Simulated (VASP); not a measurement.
The system is Zn3GeO.

```
Zn Ge O
1.0
     3.93465    0.00000    0.00000
     0.00000    3.93465    0.00000
     0.00000    0.00000    3.93465
Zn Ge O
3 1 1
Cartesian
  0.0000 1.9673 1.9673
  1.9673 0.0000 1.9673
  1.9673 1.9673 0.0000
  1.9673 1.9673 1.9673
  0.0000 0.0000 0.0000
```

The cell was built from a structure type or drawn by symmetry, and may not be a known phase.

- Program: VASP 6.6.1
- Task: relaxation of cell and atoms
- Functional: PBE
- Potentials or basis: VASP PAW PBE potentials, release 64 (Zn, Ge_d, O)
- Cutoff: 600 eV
- k mesh: 4 × 4 × 4
- Occupations: gaussian, width 0.1 eV
- Spin: no spin polarisation

At the start: pressure 82.9 GPa; volume 12.18 Å³/atom.

Q: Where does the relaxation end?

A: Over 5 steps the energy falls by 1267.3 meV/atom and the volume is 20.19 Å³/atom (+65.8 %); space group Pm-3m (No. 221, to 0.1 Å) before and after.

Step by step:
| step | energy change (eV) | largest force (eV/Å) | pressure (GPa) | volume (Å³) |
| --- | --- | --- | --- | --- |
| 1 | 0.0000 | 0.0000 | 82.94 | 60.91 |
| 2 | -5.2635 | 0.0000 | -7.88 | 135.14 |
| 3 | -6.3256 | 0.0000 | 1.35 | 98.31 |
| 4 | -6.3347 | 0.0000 | -0.51 | 102.02 |
| 5 | -6.3365 | 0.0000 | -0.01 | 100.97 |

Final structure:
```yaml
crystal:
  lattice:
    - [4.65658, 0.00000, 0.00000]
    - [0.00000, 4.65658, 0.00000]
    - [0.00000, 0.00000, 4.65658]
  atoms:
    - { symbol: Zn, position: [0.00000, 0.50000, 0.50000] }
    - { symbol: Zn, position: [0.50000, 0.00000, 0.50000] }
    - { symbol: Zn, position: [0.50000, 0.50000, 0.00000] }
    - { symbol: Ge, position: [0.50000, 0.50000, 0.50000] }
    - { symbol: O, position: [0.00000, 0.00000, 0.00000] }
```

Caveat: the k points lie up to 0.34 Å⁻¹ apart in the final cell; the volume moved by over 15 % at a fixed basis, so the end points are rough.
